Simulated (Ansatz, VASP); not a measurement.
**Two plane-wave programs on GaO**

```xyz
2
Lattice="3.0814 0.0000 0.0000 -1.5407 2.6685 0.0000 0.0000 0.0000 2.9004" Properties=species:S:1:pos:R:3 pbc="T T T"
Ga    0.0000    0.0000    0.0000
O     1.5407    0.8895    1.4502
```

Change from the starting cell: species swapped into the ZnIr type (P-6m2, No. 187).

Alike in both runs: functional PBE; k mesh 6 × 6 × 4; occupations gaussian, width 0.1 eV; collinear spin.

Ansatz relaxed the structure, and its values are those at the end. VASP's run is a single point on that final structure, the one shown.

|  | VASP | Ansatz |
| --- | --- | --- |
| version | VASP 6.6.1 | Ansatz 0.2.0 |
| potentials or method | VASP PAW PBE potentials, release 64 (Ga_d, O), cutoff 520 eV | scalar-relativistic, plane waves, PAW |
| valence electrons in the cell | 19 | 19 |

Ansatz gave:

- gap on the k mesh at the Fermi level (eV): none
- pressure (GPa): 0.0
- net moment per atom (μB): 0.00

Q: What did VASP give for the same quantities?

A: gap on the k mesh at the Fermi level (eV): none; pressure (GPa): 0.3; net moment per atom (μB): 0.00.

A gap of «none» marks a metal or a gap that the smearing closes. Ansatz's warnings: seeded moment not kept.

The k mesh is coarse, so the values compare programs but aren't converged.
